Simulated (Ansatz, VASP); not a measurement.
MgS: VASP beside Ansatz

```
Mg S
1.0
     4.05444    0.00000    0.00000
    -2.02722    3.51125    0.00000
     0.00000    0.00000    9.73715
Mg S
3 3
Direct
  0.00000 0.00000 0.00000
  0.33333 0.66667 0.33333
  0.66667 0.33333 0.66667
  0.00000 0.00000 0.25000
  0.33333 0.66667 0.58333
  0.66667 0.33333 0.91667
```

Alike in both runs: task relaxation of cell and atoms; functional PBE; k mesh 9 × 9 × 3; occupations gaussian, width 0.02 eV; no spin polarisation.

|  | VASP | Ansatz |
| --- | --- | --- |
| version | VASP 6.6.1 | Ansatz 0.2.0 |
| potentials or method | VASP PAW PBE potentials, release 64 (Mg, S), cutoff 600 eV | scalar-relativistic, plane waves, PAW |
| valence electrons in the cell | 24 | 48 |

Ansatz gave:

| Quantity | Value |
| --- | --- |
| gap on the k mesh at the Fermi level, each at its own relaxed structure (eV) | 3.37 |
| relaxed volume (Å³/atom) | 23.11 |
| relaxed cell length with the largest relative difference (Å) | 4.028 |

Question: What did VASP give for the same quantities?

Answer: gap on the k mesh at the Fermi level, each at its own relaxed structure (eV): 3.37; relaxed volume (Å³/atom): 23.09; relaxed cell length with the largest relative difference (Å): 4.027.

VASP's potentials hold 24 valence electrons a cell and Ansatz's 48, so a difference there can come from the potentials and not from the codes.
